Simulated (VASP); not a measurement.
Input of a VASP 6.6.1 run:

INCAR

```
SYSTEM = FePt
PREC     = Accurate       ! precision mode
ENCUT    = 520            ! plane-wave cutoff, eV
EDIFF    = 1E-6           ! SCF threshold, eV
ISMEAR   = 0              ! smearing method
SIGMA    = 0.017          ! smearing width, eV
LREAL    = .False.        ! projectors in reciprocal space
LASPH    = .True.         ! aspherical terms in the spheres
NELM     = 150            ! most SCF steps
ALGO     = Fast           ! electronic algorithm
ISIF     = 2              ! what is computed and relaxed
LWAVE    = .False.        ! write WAVECAR
LCHARG   = .False.        ! write CHGCAR
ISPIN    = 2              ! spin polarisation
MAGMOM   = 0 3            ! initial moments
LORBIT   = 11             ! projections on sites
LMAXMIX  = 4              ! l up to which the mixer works
GGA      = PE             ! functional
NBANDS   = 20             ! bands
```

The input KPOINTS:

```
regular mesh
0
Gamma
  10 10 7
  0 0 0
```

The input POSCAR:

```
FePt
1.0
    2.7235000000      0.0000000000      0.0000000000
    0.0000000000      2.7235000000      0.0000000000
    0.0000000000      0.0000000000      3.7200000000
Pt Fe
1 1
Direct
    0.5000000000      0.5000000000      0.5000000000
    0.0000000000      0.0000000000      0.0000000000
```

Potentials or basis: VASP PAW PBE potentials, release 64 (Pt, Fe).

Launch:

```console
$ cat potpaw_PBE.64/Pt/POTCAR potpaw_PBE.64/Fe/POTCAR > POTCAR
$ mpirun -np 1 vasp_std > vasp.out
```

**Question.** Predict the pressure.

**Answer.** 2.7 GPa.

**Question.** Predict the site moments.

**Answer.** Pt +0.32; Fe +2.91 μB.

**Question.** Predict the net moment.

**Answer.** 3.25 μB per cell.

Stress tensor (GPa, compression positive):
```
2.50 0.00 0.00
0.00 2.50 0.00
0.00 0.00 3.12
```
